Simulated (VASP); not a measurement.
## Se: single point with PBEsol

Se:

```
CELL_PARAMETERS angstrom
4.04361 0.00000 0.00000
-2.02181 3.50187 0.00000
0.00000 0.00000 5.11521
ATOMIC_POSITIONS crystal
Se 0.24861 0.00000 0.33333
Se 0.00000 0.24861 0.66667
Se 0.75139 0.75139 0.00000
```

| Quantity | Value |
| --- | --- |
| Program | VASP 6.6.1 |
| Task | single point |
| Functional | PBEsol |
| Potentials or basis | VASP PAW PBE potentials, release 64 (Se) |
| Cutoff | 520 eV |
| k mesh | 12 × 12 × 8 |
| Occupations | gaussian, width 0.02 eV |
| Spin | no spin polarisation |

The pressure is 0.2 GPa and the largest force is 0.027 eV/Å. The band gap on the k mesh is 0.45 eV.

Forces on the atoms (eV/Å):
```
Se   0.027  0.000  0.000
Se  -0.014  0.024  0.000
Se  -0.014 -0.024  0.000
```

Stress tensor (GPa, compression positive):
```
0.09 0.00 0.00
0.00 0.09 0.00
0.00 0.00 0.28
```

Levels at points of the mesh, in eV from the valence-band top:
| k point | band 7 | band 8 | band 9 | band 10 | band 11 | band 12 |
| --- | --- | --- | --- | --- | --- | --- |
| (0.00, 0.00, 0.00) | -1.92 | -1.92 | -0.56 | 1.43 | 1.43 | 2.02 |
| (0.50, 0.00, 0.00) | -3.66 | -1.50 | -1.00 | 1.41 | 1.65 | 4.25 |
| (0.00, 0.00, 0.50) | -1.41 | -1.38 | -1.38 | 0.87 | 0.87 | 0.88 |
| (0.50, 0.00, 0.50) | -2.50 | -2.01 | -0.09 | 1.28 | 2.49 | 2.95 |

Wall time 51 s on 1 thread of Intel(R) Xeon(R) 6975P-C (Granite Rapids) (shared host), peak memory 0.25 GiB.

Caveat: the PAW data sets were made with another functional, which shifts forces and pressure a little. A k mesh can miss the band edges.
